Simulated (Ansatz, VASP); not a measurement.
## One calculation of Sb, two programs

The input INCAR:

```
SYSTEM = Sb
ALGO = Normal ; EDIFF = 1E-7
ENCUT = 520 ; GGA = PE
ISIF = 2 ; ISMEAR = -1
LASPH = .True. ; LCHARG = .False.
LREAL = .False. ; LWAVE = .False.
NBANDS = 12 ; NELM = 80
PREC = Accurate ; SIGMA = 0.05
```

Contents of KPOINTS:

```
k-points
0
Gamma
  12 12 7
  0 0 0
```

POSCAR

```
Sb
1.0
    3.3002257761      0.0000000000      0.0000000000
   -1.6501128881      2.8580793603      0.0000000000
    0.0000000000      0.0000000000      5.2211939594
Sb
2
Direct
    0.3333333333      0.6666666667      0.2500000000
    0.6666666667      0.3333333333      0.7500000000
```

Input for Ansatz:

```yaml
crystal:
  lattice:
    - [3.3002257761, 0.0, 0.0]
    - [-1.6501128881, 2.8580793603, 0.0]
    - [0.0, 0.0, 5.2211939594]
  atoms:
    - { symbol: Sb, position: [0.3333333333, 0.6666666667, 0.25] }
    - { symbol: Sb, position: [0.6666666667, 0.3333333333, 0.75] }
kpoints:
  mp_grid: { grid: [12, 12, 7] }
  band_path:
    path:
      - [0.0, 0.0, 0.0]
      - [0.5, 0.0, 0.0]
      - [0.3333333333, 0.3333333333, 0.0]
      - [0.0, 0.0, 0.0]
      - [0.0, 0.0, 0.5]
      - [0.5, 0.0, 0.5]
      - [0.3333333333, 0.3333333333, 0.5]
      - [0.0, 0.0, 0.5]
      - [0.5, 0.0, 0.5]
    npoints: 5
scf:
  occupations: { method: fermi_dirac, width: 0.05 }
hamiltonian:
  xc: pbe
  pseudopotentials: { kind: all_electron, lapw: { basis_error: 0.0005 } }
output:
  forces: true
  stress: true
  eigenvalues: true
```

Change from the starting cell: volume scaled by 0.94.

Alike in both runs: task single point; functional PBE; k mesh 12 × 12 × 7; occupations fermi-dirac, width 0.05 eV; no spin polarisation.

|  | VASP | Ansatz |
| --- | --- | --- |
| version | VASP 6.6.1 | Ansatz 0.2.0 |
| potentials or method | VASP PAW PBE potentials, release 64 (Sb), cutoff 520 eV | all-electron LAPW, scalar-relativistic |

VASP gave:

- pressure (GPa): 8.0
- traceless stress, the component that is largest in VASP (GPa): -0.73

Q: Which values does Ansatz return?

A: Pressure (GPa): 8.1; traceless stress, the component that is largest in VASP (GPa): -0.73.

Ansatz ran all-electron here, and VASP with PAW potentials.

Neither program's run includes spin-orbit coupling.
